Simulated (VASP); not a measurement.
**Au: relaxation of cell and atoms with PBE**

Au:

```
Au
1.0
     0.00000    2.04848    2.04848
     2.04848    0.00000    2.04848
     2.04848    2.04848    0.00000
Au
1
Cartesian
  0.0000 0.0000 0.0000
```

| Item | Value |
| --- | --- |
| Program | VASP 6.6.1 |
| Task | relaxation of cell and atoms |
| Functional | PBE |
| Potentials or basis | VASP PAW PBE potentials, release 64 (Au) |
| Cutoff | 650 eV |
| k mesh | 15 × 15 × 15 |
| Occupations | methfessel-paxton, width 0.05 eV |
| Spin | non-collinear spin, zero start, spin-orbit coupling |
| Starting moments | [[0.0, 0.0, 0.0]] μB |
| Tolerance level | tight |
| Purpose | cell |
| Passes | 3 |
| Further INCAR settings | ALGO = Normal; EDIFF = 1e-07 |

The relaxed volume is 17.81 Å³/atom and the relaxed cell is a = 2.931 Å, b = 2.931 Å, c = 2.931 Å, α = 60.00°, β = 60.00°, γ = 60.00°. The space group after relaxing (to 0.1 Å) is Fm-3m (No. 225), the energy gained by relaxing is 10.4 meV/atom and the ionic steps are 18. The pressure after relaxing is 0.0 GPa. The net moment is 0.00 μB per cell and the valence electrons inside the program's atomic spheres are Au 9.60.

The path:
| step | energy change (eV) | largest force (eV/Å) | pressure (GPa) | volume (Å³) |
| --- | --- | --- | --- | --- |
| 1 | 0.0000 | 0.0000 | 5.57 | 17.19 |
| 2 | 0.0084 | 0.0000 | -6.25 | 18.72 |
| 3 | -0.0103 | 0.0000 | -0.04 | 17.82 |
| 4 | -0.0103 | 0.0000 | 0.06 | 17.80 |
| 5 | -0.0103 | 0.0000 | 0.06 | 17.80 |
| 6 | -0.0103 | 0.0000 | 0.05 | 17.81 |
| 7 | -0.0103 | 0.0000 | 0.05 | 17.81 |
| 8 | -0.0103 | 0.0000 | 0.05 | 17.81 |
| 9 | -0.0103 | 0.0000 | 0.05 | 17.81 |
| 10 | -0.0103 | 0.0000 | 0.05 | 17.81 |
| 11 | -0.0103 | 0.0000 | 0.05 | 17.81 |
| 12 | -0.0103 | 0.0000 | 0.05 | 17.81 |
| 13 | -0.0103 | 0.0000 | 0.05 | 17.81 |
| 14 | -0.0103 | 0.0000 | 0.04 | 17.81 |
| 15 | -0.0103 | 0.0000 | 0.03 | 17.81 |
| 16 | -0.0103 | 0.0000 | 0.01 | 17.81 |
| 17 | -0.0104 | 0.0000 | 0.02 | 17.81 |
| 18 | -0.0104 | 0.0000 | 0.02 | 17.81 |

Final structure:
```yaml
crystal:
  lattice:
    - [0.00000, 2.07276, 2.07276]
    - [2.07276, 0.00000, 2.07276]
    - [2.07276, 2.07276, 0.00000]
  atoms:
    - { symbol: Au, position: [0.00000, 0.00000, 0.00000] }
```

Moments on the atoms (μB; x, y, z):
```
Au  0.00 0.00 0.00
```

Run time: 4.9 min on 2 MPI ranks on AMD EPYC 7R13 Processor (Zen 3), on a shared host, peak memory 0.23 GiB a rank.

PBE usually gives volumes a little too large and moduli too small. Zero-point motion and thermal expansion aren't in these numbers.
